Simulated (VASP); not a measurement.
Crystal: Si2B2C.

```
CELL_PARAMETERS angstrom
3.20653 0.00000 0.00000
0.00000 3.20653 0.00000
0.00000 0.00000 5.61021
ATOMIC_POSITIONS crystal
Si 0.00000 0.50000 0.50000
Si 0.50000 0.00000 0.50000
B 0.00000 0.00000 0.50000
B 0.50000 0.50000 0.00000
C 0.00000 0.00000 0.00000
```

| Item | Value |
| --- | --- |
| Program | VASP 6.6.1 |
| Task | relaxation of cell and atoms |
| Functional | PBE |
| Potentials or basis | VASP PAW PBE potentials, release 64 (Si, B, C) |
| Cutoff | 600 eV |
| k mesh | 6 × 6 × 4 |
| Occupations | gaussian, width 0.1 eV |
| Spin | no spin polarisation |

At the start: pressure 42.4 GPa; volume 11.54 Å³/atom.

**Question.** Where does the relaxation end?

**Answer.** Over 18 steps the energy falls by 2046.8 meV/atom and the volume is 10.79 Å³/atom (-6.5 %); space group P4/mmm (No. 123, to 0.05 Å).

Step by step:
```
step  energy change (eV)  largest force (eV/Å)  pressure (GPa)  volume (Å³)
   1              0.0000                0.0000           42.37        57.68
   2             -3.1676                0.0000          -11.06        85.37
   3             -3.3481                0.0000           -3.58        76.45
   4             -3.3756                0.0000           -7.37        79.43
   5             -3.3799                0.0000           -6.32        78.52
   6             -3.9982                0.0000           -7.49        73.56
   7             -5.9349                0.0000           -8.07        63.65
   8             -8.7034                0.0000           49.86        42.08
   9             -7.6815                0.0000            3.72        52.22
  10             -8.6374                0.0000           19.26        47.39
  11             -8.9864                0.0000           34.26        43.88
  12             -8.9460                0.0000           40.55        42.98
  13             -9.8903                0.0000           15.77        48.12
  14            -10.1817                0.0000            0.76        52.91
  15            -10.1894                0.0000           -1.36        53.82
  16            -10.1895                0.0000           -1.86        54.05
  17            -10.2340                0.0000           -0.02        53.97
  18            -10.2342                0.0000            0.10        53.96
```

Final structure:
```
Si B C
1.0
     4.36519    0.00000    0.00000
     0.00000    4.36519    0.00000
     0.00000    0.00000    2.83183
Si B C
2 2 1
Direct
  0.00000 0.50000 0.50000
  0.50000 0.00000 0.50000
  0.00000 0.00000 0.50000
  0.50000 0.50000 0.00000
  0.00000 0.00000 0.00000
```
